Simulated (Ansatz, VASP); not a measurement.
## One calculation of MgB2, two programs

```
Mg B
1.0
     3.08500   -0.04628   -0.04628
    -1.58258    2.69483   -0.01694
    -0.05285   -0.05285    3.52300
Mg B
1 2
Cartesian
  0.0000 0.0000 0.0000
  -0.0531 1.7547 1.7348
  1.5027 0.8410 1.7250
```

Change from the starting cell: equal xy, yz and zx shear strains of -3 %.

Alike in both runs: task single point; functional LDA; k mesh 12 × 12 × 9; occupations fermi-dirac, width 0.05 eV; no spin polarisation.

|  | VASP | Ansatz |
| --- | --- | --- |
| version | VASP 6.6.1 | Ansatz 0.2.0 |
| potentials or method | VASP PAW LDA potentials, release 64 (Mg, B), cutoff 520 eV | all-electron LAPW, scalar-relativistic |

```csv
,VASP,Ansatz,Ansatz less VASP
pressure (GPa),-7.8,-7.2,+0.58
"traceless stress, the component that is largest in VASP (GPa)",5.87,5.86,-0.010
rms of the force components (eV/Å),0.028,0.028,-0.0003
```

LDA's correlation is that of Perdew and Zunger in VASP and of Perdew and Wang (1992) in Ansatz. Atom by atom the forces differ by 0.000 eV/Å (rms over components). Ansatz ran all-electron here, and VASP with PAW potentials.
